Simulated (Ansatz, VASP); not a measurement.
Two plane-wave programs on AgI

The input POSCAR:

```
AgI
1.0
    4.7903979095      0.0000000000      0.0000000000
   -2.3951989548      4.1486062839      0.0000000000
    0.0000000000      0.0000000000      7.8272756102
Ag I
2 2
Direct
    0.3333333333      0.6666666667      0.0000048562
    0.6666666667      0.3333333333      0.5000048562
    0.3333333333      0.6666666667      0.3749951438
    0.6666666667      0.3333333333      0.8749951438
```

Contents of INCAR.step1:

```
PREC = Accurate ; ENCUT = 400
EDIFF = 1E-5 ; ISMEAR = 0
SIGMA = 0.01 ; LREAL = F
LASPH = T ; NELM = 120
ALGO = Normal ; ISIF = 2
LWAVE = T ; LCHARG = F
NBANDS = 26 ; GGA = PE
GGA_COMPAT = F ; KPAR = 4
```

Contents of INCAR.step2:

```
PREC = Accurate ; ENCUT = 400
EDIFF = 1E-6 ; ISMEAR = 0
SIGMA = 0.01 ; LREAL = F
LASPH = T ; NELM = 120
ALGO = Normal ; ISIF = 2
LWAVE = F ; LCHARG = F
GGA = PE ; LHFCALC = T
HFSCREEN = 0.2079 ; PRECFOCK = Normal
NBANDS = 26 ; ISTART = 1
GGA_COMPAT = F ; KPAR = 4
```

File KPOINTS:

```
Automatic mesh
0
Gamma
  6 6 2
```

Input for Ansatz:

```yaml
crystal:
  lattice:
    - [4.7903979095, 0.0, 0.0]
    - [-2.3951989548, 4.1486062839, 0.0]
    - [0.0, 0.0, 7.8272756102]
  atoms:
    - { symbol: Ag, position: [0.3333333333, 0.6666666667, 4.8562e-06] }
    - { symbol: Ag, position: [0.6666666667, 0.3333333333, 0.5000048562] }
    - { symbol: I, position: [0.3333333333, 0.6666666667, 0.3749951438] }
    - { symbol: I, position: [0.6666666667, 0.3333333333, 0.8749951438] }
kpoints:
  mp_grid: { grid: [6, 6, 2] }
  band_path:
    path:
      - [0.0, 0.0, 0.0]
      - [0.5, 0.0, 0.0]
      - [0.3333333333, 0.3333333333, 0.0]
      - [0.0, 0.0, 0.5]
      - [0.5, 0.0, 0.5]
      - [0.3333333333, 0.3333333333, 0.5]
    npoints: 1
hamiltonian:
  xc: hse06
scf:
  occupations: { method: fixed }
  n_extra_bands: 5
output:
  forces: true
  stress: true
  eigenvalues: true
```

Change from the starting cell: hydrostatic strain +3.0%.

Alike in both runs: task single point; functional HSE06; k mesh 6 × 6 × 2; no spin polarisation.

|  | VASP | Ansatz |
| --- | --- | --- |
| version | VASP 6.6.1 | Ansatz 0.2.0 |
| potentials or method | VASP PAW PBE potentials, release 64 (Ag, I) | plane waves, PAW |
| plane-wave cutoff (eV) | 400 | 420 |
| occupations | gaussian, width 0.01 eV | fixed |
| valence electrons in the cell | 36 | 72 |

|  | VASP | Ansatz | Ansatz less VASP |
| --- | --- | --- | --- |
| gap on the k mesh at the Fermi level (eV) | 2.52 | 2.55 | +0.022 |
| pressure (GPa) | -1.7 | -1.5 | +0.18 |

VASP's potentials hold 36 valence electrons a cell and Ansatz's 72, so a difference there can come from the potentials and not from the codes. Ansatz's warnings: stress exchange threshold loose, stress scf threshold loose.

Spin-orbit coupling is off throughout.
